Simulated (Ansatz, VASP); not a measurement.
**AlRu: VASP beside Ansatz**

```
Al Ru
1.0
     2.99160    0.00000    0.00000
     0.00000    2.99160    0.00000
     0.00000    0.00000    2.99160
Al Ru
1 1
Direct
  0.85818 0.85818 0.00000
  0.50000 0.50000 0.50000
```

Alike in both runs: task single point; functional PBE; k mesh 16 × 16 × 16; occupations gaussian, width 0.15 eV; no spin polarisation.

```csv
,VASP,Ansatz
version,VASP 6.6.1,Ansatz 0.2.0
potentials or method,"VASP PAW PBE potentials, release 64 (Al, Ru_pv), cutoff 520 eV","scalar-relativistic, plane waves, PAW"
valence electrons in the cell,17,19
```

|  | VASP | Ansatz | Ansatz less VASP |
| --- | --- | --- | --- |
| gap on the k mesh at the Fermi level (eV) | none | none | - |
| rms of the force components (eV/Å) | 4.038 | 4.009 | -0.0287 |

Atom by atom the forces differ by 0.029 eV/Å (rms over components). A gap of «none» marks a metal or a gap that the smearing closes. VASP's potentials hold 17 valence electrons a cell and Ansatz's 19, so a difference there can come from the potentials and not from the codes.
